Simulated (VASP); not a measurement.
# In (P6_3/mmc) in VASP: notebook

In is run at these levels: LDA; tasks: single point, relaxation of cell and atoms.

Everything below comes from runs of VASP 6.6.1. Logs are shortened: lines on timing, memory, paths and dates and some standing lists are left out, and cuts for length are marked.

## 1. The cell of the first run

It takes space group P6_3/mmc (No. 194, hexagonal). The conventional cell has a = 2.426 Å, b = 2.426 Å, c = 4.018 Å, α = 90.00°, β = 90.00°, γ = 120.00°. Within 3.2 Å of In (site symmetry -6m2) lie 12 In at 2.43 to 2.45 Å.

## 2. Single point, LDA

Contents of INCAR:

```
PREC     = Accurate       # precision mode
ENCUT    = 520            # plane-wave cutoff, eV
EDIFF    = 1E-7           # SCF threshold, eV
ISMEAR   = -1             # smearing method
SIGMA    = 0.08           # smearing width, eV
LREAL    = F              # projectors in reciprocal space
LASPH    = T              # aspherical terms in the spheres
NELM     = 60             # most SCF steps
ALGO     = Normal         # electronic algorithm
ISIF     = 2              # what is computed and relaxed
LWAVE    = F              # write WAVECAR
LCHARG   = F              # write CHGCAR
NBANDS   = 20             # bands
```

Contents of KPOINTS:

```
Automatic mesh
0
Gamma
  18 18 10
```

Contents of POSCAR:

```
In
1.0
    2.4262109682      0.0000000000      0.0000000000
   -1.2131054841      2.1011603334      0.0000000000
    0.0000000000      0.0000000000      4.0182109724
In
2
Direct
    0.3333333333      0.6666666667      0.2500000000
    0.6666666667      0.3333333333      0.7500000000
```

Potentials or basis: VASP PAW LDA potentials, release 64 (In_d).

Launch:

```console
$ cat potpaw_LDA.64/In_d/POTCAR > POTCAR
$ mpirun -np 1 vasp_std > vasp.out
```

OUTCAR:

```text
PREC = Accurate
   ENCUT = 520
   EDIFF = 1E-7
   ISMEAR = -1
   LREAL = F
   LASPH = T
   NELM = 60
   ISIF = 2

 ion  position               nearest neighbor table
   1  0.333  0.667  0.250-   2 2.45   2 2.45   2 2.45   2 2.45   2 2.45   2 2.45   2 3.45   2 3.45
                             2 3.45   2 3.45   2 3.45   2 3.45
   2  0.667  0.333  0.750-   1 2.45   1 2.45   1 2.45   1 2.45   1 2.45   1 2.45   1 3.45   1 3.45
                             1 3.45   1 3.45   1 3.45   1 3.45

  LATTYP: Found a hexagonal cell.
 ALAT       =     2.4262109682
 C/A-ratio  =     1.6561671780

  Lattice vectors:

 A1 = (   2.4262109682,   0.0000000000,   0.0000000000)
 A2 = (  -1.2131054841,   2.1011603334,   0.0000000000)
 A3 = (   0.0000000000,   0.0000000000,   4.0182109724)

Analysis of symmetry for initial positions (statically):
=====================================================================
 Subroutine PRICEL returns:
 Original cell was already a primitive cell.

 Routine SETGRP: Setting up the symmetry group for a
 hexagonal supercell.

 Subroutine GETGRP returns: Found 24 space group operations
 (whereof 12 operations were pure point group operations)
 out of a pool of 24 trial point group operations.

The static configuration has the point symmetry D_3d.
 The point group associated with its full space group is D_6h.

Analysis of symmetry for dynamics (positions and initial velocities):
=====================================================================
 Subroutine PRICEL returns:
 Original cell was already a primitive cell.

 Routine SETGRP: Setting up the symmetry group for a
 hexagonal supercell.

 Subroutine GETGRP returns: Found 24 space group operations
 (whereof 12 operations were pure point group operations)
 out of a pool of 24 trial point group operations.

The dynamic configuration has the point symmetry D_3d.
 The point group associated with its full space group is D_6h.

 Subroutine INISYM returns: Found 24 space group operations
 (whereof 12 operations are pure point group operations),
 and found     1 'primitive' translations

----------------------------------------------------------------------------------------

                                     Primitive cell

  volume of cell :      20.4843

  direct lattice vectors                    reciprocal lattice vectors
     2.426210968  0.000000000  0.000000000     0.412165312  0.237963754  0.000000000
    -1.213105484  2.101160333  0.000000000     0.000000000  0.475927507  0.000000000
     0.000000000  0.000000000  4.018210972     0.000000000  0.000000000  0.248866973

  length of vectors
     2.426210968  2.426210968  4.018210972     0.475927507  0.475927507  0.248866973

  position of ions in fractional coordinates (direct lattice)
     0.333333333  0.666666667  0.250000000
     0.666666667  0.333333333  0.750000000

  ion indices of the primitive-cell ions
   primitive index   ion index
                 1           1
                 2           2

----------------------------------------------------------------------------------------

 KPOINTS: Automatic mesh

Automatic generation of k-mesh.
 Grid dimensions read from file:
 generate k-points for:   18   18   10

 Generating k-lattice:

  Cartesian coordinates                     Fractional coordinates (reciprocal lattice)
     0.022898073  0.013220209  0.000000000     0.055555556  0.000000000  0.000000000
     0.000000000  0.026440417  0.000000000     0.000000000  0.055555556  0.000000000
     0.000000000  0.000000000  0.024886697     0.000000000  0.000000000  0.100000000

  Length of vectors
     0.026440417  0.026440417  0.024886697

  Shift w.r.t. Gamma in fractional coordinates (k-lattice)
     0.000000000  0.000000000  0.000000000

 Subroutine IBZKPT returns following result:
 ===========================================

 Found    222 irreducible k-points:

 Following reciprocal coordinates:
            Coordinates               Weight
  0.000000  0.000000  0.000000      1.000000
  0.055556  0.000000  0.000000      6.000000
  0.111111  0.000000  0.000000      6.000000
  0.166667 -0.000000  0.000000      6.000000
  0.222222  0.000000  0.000000      6.000000
  0.277778  0.000000  0.000000      6.000000
[... 16 lines left out ...]
  0.333333  0.111111  0.000000     12.000000
  0.388889  0.111111  0.000000     12.000000
 [... further k-points ...]
   k-points           NKPTS =    222   k-points in BZ     NKDIM =    222   number of bands    NBANDS=     20
   number of dos      NEDOS =    301   number of ions     NIONS =      2
   total plane-waves  NPLWV =   9720
   dimension x,y,z NGX =    18 NGY =   18 NGZ =   30
   dimension x,y,z NGXF=    36 NGYF=   36 NGZF=   60
   ions per type =               2
   NGX,Y,Z   is equivalent  to a cutoff of  12.33, 12.33, 12.41 a.u.
   NGXF,Y,Z  is equivalent  to a cutoff of  24.67, 24.67, 24.82 a.u.
 SYSTEM =  unknown system
   PREC   = accura    normal or accurate (medium, high low for compatibility)
   ISTART =      0    job   : 0-new  1-cont  2-samecut
   ICHARG =      2    charge: 1-file 2-atom 10-const
   ISPIN  =      1    spin polarized calculation?
   LNONCOLLINEAR =      F non collinear calculations
   LSORBIT =      F    spin-orbit coupling
   LASPH  =      T    aspherical Exc in radial PAW
   ENCUT  =  520.0 eV  38.22 Ry    6.18 a.u.   4.51  4.51  7.47*2*pi/ulx,y,z
   NELM   =     60;   NELMIN=  2; NELMDL= -5     # of ELM steps
   EDIFF  = 0.1E-06   stopping-criterion for ELM
   LREAL  =      F    real-space projection
   EDIFFG = 0.1E-05   stopping-criterion for IOM
   NSW    =      0    number of steps for IOM
   IBRION =     -1    ionic relax: 0-MD 1-quasi-New 2-CG
   NFREE  =      0    steps in history (QN), initial steepest desc. (CG)
   ISIF   =      2    stress and relaxation
   ISYM   =      2    0-nonsym 1-usesym 2-fastsym
   POTIM  = 0.5000    time-step for ionic-motion
   TEBEG  =    0.0;   TEEND  =   0.0 temperature during run
   PSTRESS=    0.0 pullay stress
   NELECT =      26.0000    total number of electrons
   NUPDOWN=      -1.0000    fix difference up-down
   EMIN   =  10.00;   EMAX   =-10.00  energy-range for DOS
   EFERMI =   0.00;   METHOD = LEGACY
   ISMEAR =    -1;   SIGMA  =   0.08  broadening in eV -4-tet -1-fermi 0-gaus
   EFERMI_NEDOS =   21; number of points for ismear=-14 and -15
   IALGO  =     38    algorithm
   IMIX   =      4    mixing-type and parameters
     AMIX     =   0.40;   BMIX     =  1.00
     AMIX_MAG =   1.60;   BMIX_MAG =  1.00
  volume/ion in A,a.u.               =      10.24        69.12
  Fermi-wavevector in a.u.,A,eV,Ry     =   1.772525  3.349587 42.747411  3.141846
  Thomas-Fermi vector in A             =   2.838900
   LORBIT       =      0    0 simple, 1 ext, 2 COOP (PROOUT), +10 PAW based schemes
   GGA     = CA    functional components
   LHFCALC =     F    Hartree Fock is set to
   AEXX    =    0.0000 exact exchange contribution
   IVDW    =     0    specifies the selected vdW correction
   LEPSILON=     F    determine dielectric tensor
   LRPA    =     F    only Hartree local field effects (RPA)
 non-spin polarized calculation
  energy-cutoff  :      520.00
  volume of cell :       20.48
 maximum number of plane-waves:       568
   NGX =  9   NGY =  9   NGZ = 15

 number of electron      26.0000010 magnetization

 Free energy of the ion-electron system (eV)
  ---------------------------------------------------
  ext. energy  EPLUGINS =         0.00000000
  ---------------------------------------------------
  free energy    TOTEN  =         9.20903517 eV

  energy without entropy =        9.22548956  energy(sigma->0) =        9.21726237

 E-fermi :  26.3667     XC(G=0): -15.8662

 val. band max:       26.3507695383   @ k =   0.4444   0.0556   0.1000
 cond. band min:      26.3670132513   @ k =   0.2778   0.1667   0.1000
 fundamental gap:      0.0162437130
 Fermi energy:        26.3666541132

 k-point     1 :       0.0000    0.0000    0.0000
  band No.  band energies     occupation
      1       4.7325      2.00000
      2       5.4288      2.00000
      3       6.5312      2.00000
      4       6.7713      2.00000
      5       6.7713      2.00000
      6       7.1094      2.00000
[... 12 lines left out ...]
     19      44.4512      0.00000
     20      44.4580      0.00000

 k-point     2 :       0.0556    0.0000    0.0000
  band No.  band energies     occupation
      1       4.8008      2.00000
      2       5.5544      2.00000
      3       6.4784      2.00000
      4       6.8239      2.00000
      5       6.8447      2.00000
      6       7.0868      2.00000
[... 12 lines left out ...]
     19      43.1208      0.00000
     20      44.5488      0.00000

 k-point     3 :       0.1111    0.0000    0.0000
  band No.  band energies     occupation
      1       4.9777      2.00000
      2       5.8722      2.00000
      3       6.3752      2.00000
      4       6.9257      2.00000
      5       7.0594      2.00000
      6       7.1107      2.00000
[... 12 lines left out ...]
     19      41.1040      0.00000
     20      44.8293      0.00000

 k-point     4 :       0.1667   -0.0000    0.0000
  band No.  band energies     occupation
      1       5.1557      2.00000
      2       6.0557      2.00000
      3       6.4286      2.00000
      4       6.9810      2.00000
      5       7.1193      2.00000
      6       7.3986      2.00000
[... 12 lines left out ...]
     19      41.2896      0.00000
     20      45.2528      0.00000

 k-point     5 :       0.2222    0.0000    0.0000
  band No.  band energies     occupation
      1       5.1577      2.00000
      2       5.9842      2.00000
      3       6.6235      2.00000
      4       6.6281      2.00000
      5       7.1984      2.00000
      6       7.2735      2.00000
[... 12 lines left out ...]
     19      41.6628      0.00000
     20      45.0843      0.00000

 k-point     6 :       0.2778    0.0000    0.0000
  band No.  band energies     occupation
      1       4.9805      2.00000
      2       5.8232      2.00000
      3       6.1113      2.00000
      4       6.9076      2.00000
      5       7.0980      2.00000
      6       7.5377      2.00000
[... 12 lines left out ...]
     19      40.8743      0.00000
     20      44.8050      0.00000

 k-point     7 :       0.3333    0.0000    0.0000
  band No.  band energies     occupation
      1       4.7550      2.00000
      2       5.6296      2.00000
      3       5.6637      2.00000
      4       6.9438      2.00000
      5       7.1861      2.00000
      6       7.5251      2.00000
[... 12 lines left out ...]
     19      40.5342      0.00000
     20      43.0227      0.00000
[... 277 lines left out ...]
 k-point    20 :       0.1667    0.1111    0.0000
  band No.  band energies     occupation
      1       5.4142      2.00000
      2       5.9061      2.00000
      3       6.5403      2.00000
      4       6.7691      2.00000
      5       7.0148      2.00000
      6       7.0913      2.00000
[... 12 lines left out ...]
     19      40.9907      0.00000
     20      43.3861      0.00000

 k-point    21 :       0.2222    0.1111    0.0000
  band No.  band energies     occupation
      1       5.2620      2.00000
      2       5.8937      2.00000
      3       6.0579      2.00000
      4       6.8701      2.00000
      5       6.8765      2.00000
      6       7.3875      2.00000
[... 12 lines left out ...]
     19      41.0032      0.00000
     20      43.0625      0.00000

 k-point    22 :       0.2778    0.1111    0.0000
  band No.  band energies     occupation
      1       5.0383      2.00000
      2       5.6403      2.00000
      3       5.8066      2.00000
      4       6.7665      2.00000
      5       7.1255      2.00000
      6       7.5797      2.00000
[... 12 lines left out ...]
     19      40.2794      0.00000
     20      42.9590      0.00000

 k-point    23 :       0.3333    0.1111    0.0000
  band No.  band energies     occupation
      1       4.8452      2.00000
      2       5.3237      2.00000
      3       5.6877      2.00000
      4       6.7063      2.00000
      5       7.3766      2.00000
      6       7.3969      2.00000
[... 12 lines left out ...]
     19      39.4456      0.00000
     20      43.0194      0.00000

 k-point    24 :       0.3889    0.1111    0.0000
  band No.  band energies     occupation
      1       4.7186      2.00000
      2       5.1273      2.00000
      3       5.5985      2.00000
      4       6.6827      2.00000
      5       7.2662      2.00000
      6       7.5401      2.00000
[... 12 lines left out ...]
     19      38.8467      0.00000
     20      43.0733      0.00000

 [... further k-points ...]
[... 5 lines left out ...]
  --------------------------------------------------------------------------------------
  -------------------------------------------------------------------------------------
  Total       53.0835308     53.0835308     53.1180769      0.0000000     -0.0000000      0.0000000
  in kB     4151.9287660   4151.9287660   4154.6307879      0.0000000     -0.0000000      0.0000000
  external PRESSURE =    4152.8294399 kB  Pullay stress =       0.0000000 kB

 VOLUME and BASIS-vectors are now :
 -----------------------------------------------------------------------------
  energy-cutoff  :      520.00
  volume of cell :       20.48
      direct lattice vectors                 reciprocal lattice vectors
     2.426210968  0.000000000  0.000000000     0.412165312  0.237963754  0.000000000
    -1.213105484  2.101160333  0.000000000     0.000000000  0.475927507  0.000000000
     0.000000000  0.000000000  4.018210972     0.000000000  0.000000000  0.248866973

 POSITION                                       TOTAL-FORCE (eV/Angst)
 -----------------------------------------------------------------------------------
     -0.00000      1.40077      1.00455        -0.000000     -0.000000      0.000000
      1.21311      0.70039      3.01366         0.000000      0.000000      0.000000
 -----------------------------------------------------------------------------------
    total drift:                                0.000000     -0.000000      0.000000

  FREE ENERGIE OF THE ION-ELECTRON SYSTEM (eV)
  ---------------------------------------------------
  free  energy   TOTEN  =         9.2090351692 eV

  energy  without entropy=        9.2254895629  energy(sigma->0) =        9.21726237
```

Wall time 29 s (1 thread of Intel Xeon 6975P-C (Granite Rapids), shared host); peak memory 0.18 GiB.

What came out:

```yaml
Free_energy: 9.2090 eV
Pressure: 415.3 GPa
Band_gap_on_the_k_mesh: zero (band 13 reaches 32.91 eV, above the bottom of band 14 at 23.39 eV)
```

Stress tensor (GPa, compression positive):
```
415.19   0.00   0.00
  0.00 415.19   0.00
  0.00   0.00 415.46
```

Caveat: spin-orbit coupling is left out, which moves the levels of the heavy elements.

[end of part 1 of 2]
